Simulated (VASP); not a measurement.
SiO2, 12 atoms in the cell. It takes space group Fddd (No. 70, orthorhombic). Conventional cell: a = 4.719 Å, b = 9.433 Å, c = 14.726 Å, α = 90.00°, β = 90.00°, γ = 90.00°. Si (site symmetry 2) has 4 O at 1.60 to 1.62 Å within 2.1 Å. Within 2.2 Å of O (site symmetry 2) lie 2 Si at 1.62 Å. O (site symmetry -1) has 2 Si at 1.60 Å within 2.1 Å. 

- Program: VASP 6.6.1
- Task: single point
- Functional: LDA
- Potentials or basis: VASP PAW LDA potentials, release 64 (Si, O)
- Cutoff: 520 eV
- k mesh: 7 × 7 × 7
- Occupations: fermi-dirac, width 0.05 eV
- Spin: no spin polarisation
- Dipole correction: no
- Further INCAR settings: ALGO = Normal; EDIFF = 1e-06; NBANDS = 44

Potentials or basis: VASP PAW LDA potentials, release 64 (Si, O).

Run with:

```bash
$ cat potpaw_LDA.64/Si/POTCAR potpaw_LDA.64/O/POTCAR > POTCAR
$ mpirun -np 1 vasp_std > vasp.out
```

Hardware: 1 thread of Intel(R) Xeon(R) 6975P-C (Granite Rapids) (shared host).

Task: Estimate the wall time of this run.

Result: Run time: 6.3 min on 1 thread of Intel(R) Xeon(R) 6975P-C (Granite Rapids), on a shared host, peak memory 0.52 GiB. Counts: scf iterations 13, k points 64.
